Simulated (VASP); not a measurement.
# Zn4HO4 (a cell with a defect): single point with PBE

The system is Zn4HO4 (a cell with a defect).

```
CELL_PARAMETERS angstrom
5.60988 0.00000 0.00000
0.00000 5.60988 0.00000
0.00000 0.00000 3.27903
ATOMIC_POSITIONS crystal
Zn 0.18163 0.18163 0.50000
Zn 0.81837 0.81837 0.50000
Zn 0.68163 0.31837 0.00000
Zn 0.31837 0.68163 0.00000
O 0.81847 0.18153 0.50000
O 0.18153 0.81847 0.50000
O 0.68153 0.68153 0.00000
O 0.31847 0.31847 0.00000
H 0.99992 0.06837 0.50000
```

```yaml
Program: VASP 6.6.1
Task: single point
Functional: PBE
Potentials_or_basis: VASP PAW PBE potentials, release 64 (Zn, O, H)
Cutoff: 520 eV
k_mesh: 4 × 4 × 8
Occupations: gaussian, width 0.05 eV
Spin: no spin polarisation
```

```yaml
Pressure: 16.5 GPa
Largest_force: 12.143 eV/Å
Band_gap_on_the_k_mesh: zero (an odd number of electrons rules out a gap without spin polarisation)
```

Forces in eV/Å, atoms in the order of the input:
```
Zn  10.551  6.011  0.000
Zn  -1.167 -2.240  0.000
Zn  -0.542  0.630  0.000
Zn   0.137 -0.076  0.000
O   -0.976  0.277  0.000
O    0.043 -0.232  0.000
O    0.074  0.014  0.000
O    0.148  0.013  0.000
H   -8.269 -4.396  0.000
```

Stress tensor (GPa, compression positive):
```
25.42 10.51  0.00
10.51 16.46  0.00
 0.00  0.00  7.54
```

Levels at points of the mesh, in eV from the Fermi level:
```
           k point  band 34  band 35  band 36  band 37  band 38  band 39
(0.00, 0.00, 0.00)    -3.59    -3.21    -3.14    -2.77     1.64     1.91
(0.50, 0.00, 0.00)    -3.63    -3.59    -3.50    -0.46    -0.12     2.17
(0.00, 0.50, 0.00)    -3.88    -3.48    -3.33    -0.54    -0.05     2.25
(0.50, 0.50, 0.00)    -3.92    -3.78    -3.77     0.09     0.84     1.39
(0.00, 0.00, 0.50)    -4.58    -4.56    -4.28     0.98     2.46     4.02
(0.50, 0.00, 0.50)    -4.40    -4.38    -3.96     0.68     2.62     3.29
(0.00, 0.50, 0.50)    -4.49    -4.36    -3.98     0.82     2.63     3.33
(0.50, 0.50, 0.50)    -4.31    -4.24    -4.09     0.55     2.26     2.35
```

Run time: 8.1 min on 1 thread of AMD EPYC 7R13 (shared host), peak memory 0.29 GiB.

Caveat: an odd number of electrons without spin polarisation forces a metal; a magnetic or distorted state may lie lower.
